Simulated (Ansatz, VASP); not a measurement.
## One calculation of BP, two programs

```
B P
1.0
     0.00000    2.27419    2.27419
     2.27419    0.00000    2.27419
     2.27419    2.27419    0.00000
B P
1 1
Direct
  0.00000 0.00000 0.00000
  0.25000 0.25000 0.25000
```

Alike in both runs: functional PBE; k mesh 12 × 12 × 12; no spin polarisation.

Ansatz relaxed the structure, and its values are those at the end. VASP's run is a single point on that final structure, the one shown.

|  | VASP | Ansatz |
| --- | --- | --- |
| version | VASP 6.6.1 | Ansatz 0.2.0 |
| potentials or method | VASP PAW PBE potentials, release 64 (B, P), cutoff 500 eV | scalar-relativistic, plane waves, PAW |
| occupations | gaussian, width 0.01 eV | fixed |
| valence electrons in the cell | 8 | 8 |

```tsv
	VASP	Ansatz	Ansatz less VASP
gap on the k mesh at the Fermi level (eV)	1.25	1.25	+0.004
least direct gap on the mesh (eV)	3.39	3.39	+0.003
pressure (GPa)	-0.2	0.0	+0.22
```
